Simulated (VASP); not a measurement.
# C (Im-3m) in VASP: density of states with PBEsol

Aim: the density of states of C with PBEsol.

All numbers are computed with VASP 6.6.1; they aren't measurements. Logs are shortened: lines on timing, memory, paths and dates and some standing lists are left out, and cuts for length are marked.

**1. The cell of the first run**

The structure is cubic, space group Im-3m (No. 229). The conventional cell has a = 1.726 Å, b = 1.726 Å, c = 1.726 Å, α = 90.00°, β = 90.00°, γ = 90.00°. C (site symmetry m-3m) has 14 C at 1.49 to 1.73 Å within 2.0 Å.

**2. Density of states, PBEsol (volume scaled by 0.4)**

POSCAR

```
C
1.0
   -0.8628038197      0.8628038197      0.8628038197
    0.8628038197     -0.8628038197      0.8628038197
    0.8628038197      0.8628038197     -0.8628038197
C
1
Direct
    0.0000000000      0.0000000000      0.0000000000
```

INCAR.step1

```
SYSTEM = C
PREC     = Accurate       ! precision mode
ENCUT    = 520            ! plane-wave cutoff, eV
EDIFF    = 1E-6           ! SCF threshold, eV
ISMEAR   = -1             ! smearing method
SIGMA    = 0.08           ! smearing width, eV
LREAL    = .FALSE.        ! projectors in reciprocal space
LASPH    = .TRUE.         ! aspherical terms in the spheres
NELM     = 60             ! most SCF steps
ALGO     = Normal         ! electronic algorithm
ISIF     = 2              ! what is computed and relaxed
LWAVE    = .FALSE.        ! write WAVECAR
LCHARG   = .TRUE.         ! write CHGCAR
GGA      = PS             ! functional
NBANDS   = 8              ! bands
```

KPOINTS.step1

```
Automatic mesh
0
G
  22 22 22
  0 0 0
```

INCAR.step2

```
SYSTEM = C
PREC     = Accurate       ! precision mode
ENCUT    = 520            ! plane-wave cutoff, eV
EDIFF    = 1E-6           ! SCF threshold, eV
ISMEAR   = -5             ! smearing method
SIGMA    = 0.08           ! smearing width, eV
LREAL    = .FALSE.        ! projectors in reciprocal space
LASPH    = .TRUE.         ! aspherical terms in the spheres
NELM     = 60             ! most SCF steps
ALGO     = Normal         ! electronic algorithm
ISIF     = 2              ! what is computed and relaxed
LWAVE    = .FALSE.        ! write WAVECAR
LCHARG   = .FALSE.        ! write CHGCAR
GGA      = PS             ! functional
LORBIT   = 11             ! projections on sites
NBANDS   = 8              ! bands
NEDOS    = 2001           ! points of the DOS
ICHARG   = 11             ! starting density
```

KPOINTS.step2

```
Automatic mesh
0
G
  33 33 33
  0 0 0
```

Potentials or basis: VASP PAW PBE potentials, release 64 (C).

The run is started by

```console
cat potpaw_PBE.64/C/POTCAR > POTCAR
cp INCAR.step1 INCAR
cp KPOINTS.step1 KPOINTS
mpirun -np 1 vasp_std > vasp.out
cp INCAR.step2 INCAR
cp KPOINTS.step2 KPOINTS
mpirun -np 1 vasp_std > vasp.out
```

OUTCAR:

```text
SYSTEM = C
   PREC = Accurate
   ENCUT = 520
   EDIFF = 1E-6
   ISMEAR = -5
   LREAL = .FALSE.
   LASPH = .TRUE.
   NELM = 60
   ISIF = 2
   GGA = PS
   LORBIT = 11
   ICHARG = 11

 ion  position               nearest neighbor table
   1  0.000  0.000  0.000-

  LATTYP: Found a body centered cubic cell.
 ALAT       =     1.7256076394

  Lattice vectors:

 A1 = (  -0.8628038197,   0.8628038197,   0.8628038197)
 A2 = (   0.8628038197,  -0.8628038197,   0.8628038197)
 A3 = (   0.8628038197,   0.8628038197,  -0.8628038197)

Analysis of symmetry for initial positions (statically):
=====================================================================
 Subroutine PRICEL returns:
 Original cell was already a primitive cell.

 Routine SETGRP: Setting up the symmetry group for a
 body centered cubic supercell.

 Subroutine GETGRP returns: Found 48 space group operations
 (whereof 48 operations were pure point group operations)
 out of a pool of 48 trial point group operations.

The static configuration has the point symmetry O_h .

Analysis of symmetry for dynamics (positions and initial velocities):
=====================================================================
 Subroutine PRICEL returns:
 Original cell was already a primitive cell.

 Routine SETGRP: Setting up the symmetry group for a
 body centered cubic supercell.

 Subroutine GETGRP returns: Found 48 space group operations
 (whereof 48 operations were pure point group operations)
 out of a pool of 48 trial point group operations.

The dynamic configuration has the point symmetry O_h .

 Subroutine INISYM returns: Found 48 space group operations
 (whereof 48 operations are pure point group operations),
 and found     1 'primitive' translations

----------------------------------------------------------------------------------------

                                     Primitive cell

  volume of cell :       2.5692

  direct lattice vectors                    reciprocal lattice vectors
    -0.862803820  0.862803820  0.862803820     0.000000000  0.579506011  0.579506011
     0.862803820 -0.862803820  0.862803820     0.579506011  0.000000000  0.579506011
     0.862803820  0.862803820 -0.862803820     0.579506011  0.579506011  0.000000000

  length of vectors
     1.494420053  1.494420053  1.494420053     0.819545261  0.819545261  0.819545261

  position of ions in fractional coordinates (direct lattice)
     0.000000000  0.000000000  0.000000000

  ion indices of the primitive-cell ions
   primitive index   ion index
                 1           1

----------------------------------------------------------------------------------------

 KPOINTS: Automatic mesh

Automatic generation of k-mesh.
 Grid dimensions read from file:
 generate k-points for:   33   33   33

 Generating k-lattice:

  Cartesian coordinates                     Fractional coordinates (reciprocal lattice)
     0.000000000  0.017560788  0.017560788     0.030303030  0.000000000  0.000000000
     0.017560788  0.000000000  0.017560788     0.000000000  0.030303030  0.000000000
     0.017560788  0.017560788  0.000000000     0.000000000  0.000000000  0.030303030

  Length of vectors
     0.024834705  0.024834705  0.024834705

  Shift w.r.t. Gamma in fractional coordinates (k-lattice)
     0.000000000  0.000000000  0.000000000

 TETIRR: Found  43590 inequivalent tetrahedra from   215622

 Subroutine IBZKPT returns following result:
 ===========================================

 Found    969 irreducible k-points:

 Following reciprocal coordinates:
            Coordinates               Weight
  0.000000  0.000000  0.000000      1.000000
  0.030303  0.000000  0.000000     12.000000
  0.060606  0.000000  0.000000     12.000000
  0.090909  0.000000  0.000000     12.000000
  0.121212  0.000000  0.000000     12.000000
  0.151515  0.000000  0.000000     12.000000
[... 16 lines left out ...]
  0.181818  0.030303  0.000000     48.000000
  0.212121  0.030303 -0.000000     48.000000
 [... further k-points ...]
   k-points           NKPTS =    969   k-points in BZ     NKDIM =    969   number of bands    NBANDS=      8
   number of dos      NEDOS =   2001   number of ions     NIONS =      1
   total plane-waves  NPLWV =   1728
   dimension x,y,z NGX =    12 NGY =   12 NGZ =   12
   dimension x,y,z NGXF=    24 NGYF=   24 NGZF=   24
   ions per type =               1
   NGX,Y,Z   is equivalent  to a cutoff of  13.35, 13.35, 13.35 a.u.
   NGXF,Y,Z  is equivalent  to a cutoff of  26.70, 26.70, 26.70 a.u.
 SYSTEM =  C
   PREC   = accura    normal or accurate (medium, high low for compatibility)
   ISTART =      0    job   : 0-new  1-cont  2-samecut
   ICHARG =     11    charge: 1-file 2-atom 10-const
   ISPIN  =      1    spin polarized calculation?
   LNONCOLLINEAR =      F non collinear calculations
   LSORBIT =      F    spin-orbit coupling
   LASPH  =      T    aspherical Exc in radial PAW
   ENCUT  =  520.0 eV  38.22 Ry    6.18 a.u.   2.78  2.78  2.78*2*pi/ulx,y,z
   NELM   =     60;   NELMIN=  2; NELMDL=  0     # of ELM steps
   EDIFF  = 0.1E-05   stopping-criterion for ELM
   LREAL  =      F    real-space projection
   EDIFFG = 0.1E-04   stopping-criterion for IOM
   NSW    =      0    number of steps for IOM
   IBRION =     -1    ionic relax: 0-MD 1-quasi-New 2-CG
   NFREE  =      0    steps in history (QN), initial steepest desc. (CG)
   ISIF   =      2    stress and relaxation
   ISYM   =      2    0-nonsym 1-usesym 2-fastsym
   POTIM  = 0.5000    time-step for ionic-motion
   TEBEG  =    0.0;   TEEND  =   0.0 temperature during run
   PSTRESS=    0.0 pullay stress
   NELECT =       4.0000    total number of electrons
   NUPDOWN=      -1.0000    fix difference up-down
   EMIN   =  10.00;   EMAX   =-10.00  energy-range for DOS
   EFERMI =   0.00;   METHOD = LEGACY
   ISMEAR =    -5;   SIGMA  =   0.08  broadening in eV -4-tet -1-fermi 0-gaus
   EFERMI_NEDOS =   21; number of points for ismear=-14 and -15
   IALGO  =     38    algorithm
   IMIX   =      4    mixing-type and parameters
     AMIX     =   0.40;   BMIX     =  1.00
     AMIX_MAG =   1.60;   BMIX_MAG =  1.00
  volume/ion in A,a.u.               =       2.57        17.34
  Fermi-wavevector in a.u.,A,eV,Ry     =   1.897417  3.585598 48.983573  3.600191
  Thomas-Fermi vector in A             =   2.937212
   LORBIT       =     11    0 simple, 1 ext, 2 COOP (PROOUT), +10 PAW based schemes
   GGA     = PS    functional components
   LHFCALC =     F    Hartree Fock is set to
   AEXX    =    0.0000 exact exchange contribution
   IVDW    =     0    specifies the selected vdW correction
   LEPSILON=     F    determine dielectric tensor
   LRPA    =     F    only Hartree local field effects (RPA)
 non-spin polarized calculation
 Fermi weights with tetrahedron method with Bloechl corrections
  energy-cutoff  :      520.00
  volume of cell :        2.57
 maximum number of plane-waves:        79

 number of electron       3.9999999 magnetization

 Free energy of the ion-electron system (eV)
  ---------------------------------------------------
  ext. energy  EPLUGINS =         0.00000000
  ---------------------------------------------------
  free energy    TOTEN  =         1.06237462 eV

  energy without entropy =        1.06237462  energy(sigma->0) =        1.06237462

 E-fermi :  28.1408     XC(G=0): -18.2578

 val. band max:       28.1745426745   @ k =   0.1818   0.1515   0.1515
 cond. band min:      28.1349215442   @ k =   0.3030   0.0303   0.0000
 fundamental gap:     -0.0396211303
 Fermi energy:        28.1407923352

 k-point     1 :       0.0000    0.0000    0.0000
  band No.  band energies     occupation
      1     -10.2999      2.00000
      2      50.1678      0.00000
      3      50.1678      0.00000
      4      50.1678      0.00000
      5      81.8725      0.00000
      6      81.8725      0.00000
      7      81.8725      0.00000
      8      88.3425      0.00000

 k-point     2 :       0.0303    0.0000    0.0000
  band No.  band energies     occupation
      1     -10.2305      2.00000
      2      49.9352      0.00000
      3      49.9678      0.00000
      4      50.1183      0.00000
      5      81.0008      0.00000
      6      81.0980      0.00000
      7      82.2510      0.00000
      8      86.3100      0.00000

 k-point     3 :       0.0606    0.0000    0.0000
  band No.  band energies     occupation
      1     -10.0221      2.00000
      2      49.2455      0.00000
      3      49.4001      0.00000
      4      49.9822      0.00000
      5      78.7189      0.00000
      6      79.0934      0.00000
      7      83.3583      0.00000
      8      85.5575      0.00000

 k-point     4 :       0.0909    0.0000    0.0000
  band No.  band energies     occupation
      1      -9.6751      2.00000
      2      48.0391      0.00000
      3      48.5336      0.00000
      4      49.7470      0.00000
      5      75.9008      0.00000
      6      76.9084      0.00000
      7      84.4992      0.00000
      8      85.1157      0.00000

 k-point     5 :       0.1212    0.0000    0.0000
  band No.  band energies     occupation
      1      -9.1895      2.00000
      2      46.3307      0.00000
      3      47.4653      0.00000
      4      49.4133      0.00000
      5      73.4284      0.00000
      6      74.7253      0.00000
      7      83.5755      0.00000
      8      86.9975      0.00000
[... 177 lines left out ...]
 k-point    22 :       0.1515    0.0303    0.0000
  band No.  band energies     occupation
      1      -8.1497      2.00000
      2      42.9080      0.00000
      3      45.5112      0.00000
      4      48.5747      0.00000
      5      70.6540      0.00000
      6      71.6648      0.00000
      7      82.7709      0.00000
      8      89.3576      0.00000

 k-point    23 :       0.1818    0.0303    0.0000
  band No.  band energies     occupation
      1      -7.3194      2.00000
      2      40.2135      0.00000
      3      44.2752      0.00000
      4      48.0546      0.00000
      5      69.5380      0.00000
      6      69.9095      0.00000
      7      82.7262      0.00000
      8      91.0822      0.00000

 k-point    24 :       0.2121    0.0303   -0.0000
  band No.  band energies     occupation
      1      -6.3539      2.00000
      2      37.2878      0.00000
      3      43.0813      0.00000
      4      47.4999      0.00000
      5      68.2929      0.00000
      6      68.8471      0.00000
      7      82.9589      0.00000
      8      93.0613      0.00000

 [... further k-points ...]

------------------------ aborting loop because EDIFF is reached ----------------------------------------

  FORCE on cell =-STRESS in cart. coord.  units (eV):
  Direction    XX          YY          ZZ          XY          YZ          ZX
  --------------------------------------------------------------------------------------
  -------------------------------------------------------------------------------------
  Total       18.0372969     18.0372969     18.0372969      0.0000000      0.0000000     -0.0000000
  in kB    11248.2735166  11248.2735166  11248.2735166      0.0000000      0.0000000     -0.0000000
  external PRESSURE =   11248.2735166 kB  Pullay stress =       0.0000000 kB

 VOLUME and BASIS-vectors are now :
 -----------------------------------------------------------------------------
  energy-cutoff  :      520.00
  volume of cell :        2.57
      direct lattice vectors                 reciprocal lattice vectors
    -0.862803820  0.862803820  0.862803820     0.000000000  0.579506011  0.579506011
     0.862803820 -0.862803820  0.862803820     0.579506011  0.000000000  0.579506011
     0.862803820  0.862803820 -0.862803820     0.579506011  0.579506011  0.000000000

 POSITION                                       TOTAL-FORCE (eV/Angst)
 -----------------------------------------------------------------------------------
      0.00000      0.00000      0.00000         0.000000     -0.000000      0.000000
 -----------------------------------------------------------------------------------
    total drift:                               -0.000000      0.000000      0.000000

  FREE ENERGIE OF THE ION-ELECTRON SYSTEM (eV)
  ---------------------------------------------------
  free  energy   TOTEN  =         1.0623746154 eV

  energy  without entropy=        1.0623746154  energy(sigma->0) =        1.06237462

 total charge

# of ion       s       p       d       tot
------------------------------------------
    1        1.004   2.060   0.000   3.064
```

It took 28 s on 1 thread of Intel Xeon Platinum 8375C at 2.90GHz (Ice Lake), shared host; peak memory 0.18 GiB.

What came out:

```
Valence electrons inside the program's atomic spheres : C 3.06
```

Caveat: the PAW data sets were made with another functional, which shifts forces and pressure a little; tetrahedron occupations give inexact forces and stress in metals.
